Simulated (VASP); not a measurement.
Here is a VASP 6.6.1 calculation.

The input INCAR:

```
ALGO = Normal
EDIFF = 1E-6
EDIFFG = -0.01
ENCUT = 600
GGA = PE
IBRION = 2
ISIF = 3
ISMEAR = 0
LASPH = True
LCHARG = False
LREAL = False
LWAVE = False
NELM = 60
NSW = 100
PREC = Accurate
SIGMA = 0.1
```

File KPOINTS:

```
k-points
0
Gamma
  6 6 14
```

POSCAR

```
TiSi6
1.0
    7.2731095205      0.0000000000      0.0000000000
   -3.6365547603      6.2986976093      0.0000000000
    0.0000000000      0.0000000000      2.6573021966
Ti Si
1 6
Direct
    0.0000000000      0.0000000000      0.0000000000
    0.0000000000      0.3357458524      0.5000000000
    0.6642541476      0.6642541476      0.5000000000
    0.3357458524      0.0000000000      0.5000000000
    0.0000000000      0.6642541476      0.5000000000
    0.3357458524      0.3357458524      0.5000000000
    0.6642541476      0.0000000000      0.5000000000
```

Potentials or basis: VASP PAW PBE potentials, release 64 (Ti_sv, Si).

Command:

```bash
$ cat potpaw_PBE.64/Ti_sv/POTCAR potpaw_PBE.64/Si/POTCAR > POTCAR
$ mpirun -np 1 vasp_std > vasp.out
```

**Question.** Predict the band gap on the k mesh.

**Answer.** Zero (bands 18 and 19 overlap by 2.19 eV).

**Question.** Estimate the space group after relaxing (to 0.1 Å).

**Answer.** P6/mmm (No. 191).

The path:
```csv
step,energy change (eV),largest force (eV/Å),pressure (GPa),volume (Å³)
1,0.0000,0.0202,-0.62,121.73
2,-0.0053,0.0235,0.35,120.56
3,-0.0055,0.0236,0.22,120.72
4,-0.0058,0.0072,-0.05,121.02
5,-0.0058,0.0002,0.00,120.96
```
